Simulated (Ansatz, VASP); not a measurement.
**Si in VASP and in Ansatz**

The input INCAR:

```
PREC     = Accurate       # precision mode
ENCUT    = 520            # plane-wave cutoff, eV
EDIFF    = 1E-7           # SCF threshold, eV
ISMEAR   = 0              # smearing method
SIGMA    = 0.03           # smearing width, eV
LREAL    = False          # projectors in reciprocal space
LASPH    = True           # aspherical terms in the spheres
NELM     = 100            # most SCF steps
ALGO     = Normal         # electronic algorithm
ISIF     = 2              # what is computed and relaxed
LWAVE    = False          # write WAVECAR
LCHARG   = False          # write CHGCAR
NBANDS   = 16             # bands
```

Contents of KPOINTS:

```
regular mesh
0
Gamma
  12 12 6
```

Contents of POSCAR:

```
Si
1.0
    3.8313174605      0.0000000000      0.0000000000
   -1.9156587303      3.3180182508      0.0000000000
    0.0000000000      0.0000000000      6.3326220002
Si
4
Direct
    0.3785410413      0.7570820825      0.1577569837
    0.6666666667      0.3333333333      0.5630095000
    0.3333333333      0.6666666667      0.4369905000
    0.6666666667      0.3333333333      0.9369905000
```

Input for Ansatz:

```yaml
crystal:
  lattice:
    - [3.8313174605, 0.0, 0.0]
    - [-1.9156587303, 3.3180182508, 0.0]
    - [0.0, 0.0, 6.3326220002]
  atoms:
    - { symbol: Si, position: [0.3785410413, 0.7570820825, 0.1577569837] }
    - { symbol: Si, position: [0.6666666667, 0.3333333333, 0.5630095] }
    - { symbol: Si, position: [0.3333333333, 0.6666666667, 0.4369905] }
    - { symbol: Si, position: [0.6666666667, 0.3333333333, 0.9369905] }
basis:
  ecutwfc: 420
kpoints:
  mp_grid: { grid: [12, 12, 6] }
hamiltonian:
  xc: lda
scf:
  occupations: { method: gaussian, width: 0.03 }
output:
  forces: true
  stress: true
  eigenvalues: true
```

Alike in both runs: task single point; functional LDA; k mesh 12 × 12 × 6; occupations gaussian, width 0.03 eV; no spin polarisation.

|  | VASP | Ansatz |
| --- | --- | --- |
| version | VASP 6.6.1 | Ansatz 0.2.0 |
| potentials or method | VASP PAW LDA potentials, release 64 (Si), cutoff 520 eV | scalar-relativistic, plane waves, PAW |
| valence electrons in the cell | 16 | 16 |

|  | VASP | Ansatz | Ansatz less VASP |
| --- | --- | --- | --- |
| gap on the k mesh at the Fermi level (eV) | none | none | - |
| pressure (GPa) | 10.7 | 10.8 | +0.08 |
| traceless stress, the component that is largest in VASP (GPa) | 30.64 | 30.84 | +0.205 |
| rms of the force components (eV/Å) | 6.313 | 6.344 | +0.0310 |

LDA's correlation is that of Perdew and Zunger in VASP and of Perdew and Wang (1992) in Ansatz. Atom by atom the forces differ by 0.032 eV/Å (rms over components). A gap of «none» marks a metal or a gap that the smearing closes.
